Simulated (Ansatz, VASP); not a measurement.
# One calculation of InAs, two programs

File INCAR:

```
PREC = Accurate
ENCUT = 520
EDIFF = 1E-6
ISMEAR = -1
SIGMA = 0.05
LREAL = False
LASPH = True
NELM = 60
ALGO = Normal
ISIF = 2
LWAVE = False
LCHARG = False
NBANDS = 16
```

The input KPOINTS:

```
Automatic mesh
0
Gamma
  8 8 8
```

Contents of POSCAR:

```
InAs
1.0
    0.0000000000      3.0180000000      3.0180000000
    3.0180000000      0.0000000000      3.0180000000
    3.0180000000      3.0180000000      0.0000000000
In As
1 1
Direct
    0.0000000000      0.0000000000      0.0000000000
    0.7500000000      0.7500000000      0.7500000000
```

File input.yaml:

```yaml
crystal:
  lattice:
    - [0.0, 3.018, 3.018]
    - [3.018, 0.0, 3.018]
    - [3.018, 3.018, 0.0]
  atoms:
    - { symbol: In, position: [0.0, 0.0, 0.0] }
    - { symbol: As, position: [0.75, 0.75, 0.75] }
kpoints:
  mp_grid: { grid: [8, 8, 8] }
  band_path:
    path:
      - [0.0, 0.0, 0.0]
      - [0.5, 0.0, 0.5]
      - [0.5, 0.25, 0.75]
      - [0.375, 0.375, 0.75]
      - [0.0, 0.0, 0.0]
      - [0.5, 0.5, 0.5]
      - [0.625, 0.25, 0.625]
      - [0.5, 0.25, 0.75]
    npoints: 12
scf:
  occupations: { method: fermi_dirac, width: 0.05 }
hamiltonian:
  xc: lda
  pseudopotentials: { kind: all_electron, lapw: { basis_error: 0.001 } }
output:
  forces: true
  stress: true
  eigenvalues: true
```

Alike in both runs: functional LDA; k mesh 8 × 8 × 8; occupations fermi-dirac, width 0.05 eV; no spin polarisation.

|  | VASP | Ansatz |
| --- | --- | --- |
| version | VASP 6.6.1 | Ansatz 0.2.0 |
| potentials or method | VASP PAW LDA potentials, release 64 (In_d, As), cutoff 520 eV | all-electron LAPW, scalar-relativistic |
| task | single point | band structure |

Ansatz gave:

* gap on the k mesh at the Fermi level (eV): none
* pressure (GPa): -0.3

**Question.** Estimate VASP's values.

**Answer.** gap on the k mesh at the Fermi level (eV): none; pressure (GPa): -0.1.

LDA's correlation is that of Perdew and Zunger in VASP and of Perdew and Wang (1992) in Ansatz. A gap of «none» marks a metal or a gap that the smearing closes. Ansatz ran all-electron here, and VASP with PAW potentials.
